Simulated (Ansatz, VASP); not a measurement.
**HfN in VASP and in Ansatz**

Contents of INCAR:

```
SYSTEM = HfN
PREC = Accurate ; ENCUT = 520
EDIFF = 1E-6 ; ISMEAR = 0
SIGMA = 0.15 ; LREAL = .False.
LASPH = .True. ; NELM = 60
ALGO = Normal ; ISIF = 2
LWAVE = .False. ; LCHARG = .False.
NBANDS = 14
```

KPOINTS

```
Automatic mesh
0
Gamma
  16 16 16
  0 0 0
```

POSCAR

```
HfN
1.0
    0.0000000000      2.3934514500      2.3934514500
    2.3934514500      0.0000000000      2.3934514500
    2.3934514500      2.3934514500      0.0000000000
Hf N
1 1
Direct
    0.0000000000      0.0000000000      0.0000000000
    0.7500000000      0.7500000000      0.7500000000
```

Input for Ansatz:

```yaml
crystal:
  lattice:
    - [0.0, 2.39345145, 2.39345145]
    - [2.39345145, 0.0, 2.39345145]
    - [2.39345145, 2.39345145, 0.0]
  atoms:
    - { symbol: Hf, position: [0.0, 0.0, 0.0] }
    - { symbol: "N", position: [0.75, 0.75, 0.75] }
basis:
  ecutwfc: 420
kpoints:
  mp_grid: { grid: [16, 16, 16] }
hamiltonian:
  xc: lda
scf:
  occupations: { method: gaussian, width: 0.15 }
output:
  forces: true
  stress: true
  eigenvalues: true
```

Change from the starting cell: strain -0.025 along x and y, -0.025 along z, atoms carried along.

Alike in both runs: task single point; functional LDA; k mesh 16 × 16 × 16; occupations gaussian, width 0.15 eV; no spin polarisation.

|  | VASP | Ansatz |
| --- | --- | --- |
| version | VASP 6.6.1 | Ansatz 0.2.0 |
| potentials or method | VASP PAW LDA potentials, release 64 (Hf_pv, N), cutoff 520 eV | scalar-relativistic, plane waves, PAW |
| valence electrons in the cell | 15 | 31 |

```tsv
	VASP	Ansatz	Ansatz less VASP
gap on the k mesh at the Fermi level (eV)	none	none	-
pressure (GPa)	6.0	6.0	+0.04
```

LDA's correlation is that of Perdew and Zunger in VASP and of Perdew and Wang (1992) in Ansatz. A gap of «none» marks a metal or a gap that the smearing closes. VASP's potentials hold 15 valence electrons a cell and Ansatz's 31, so a difference there can come from the potentials and not from the codes.

Neither program's run includes spin-orbit coupling.
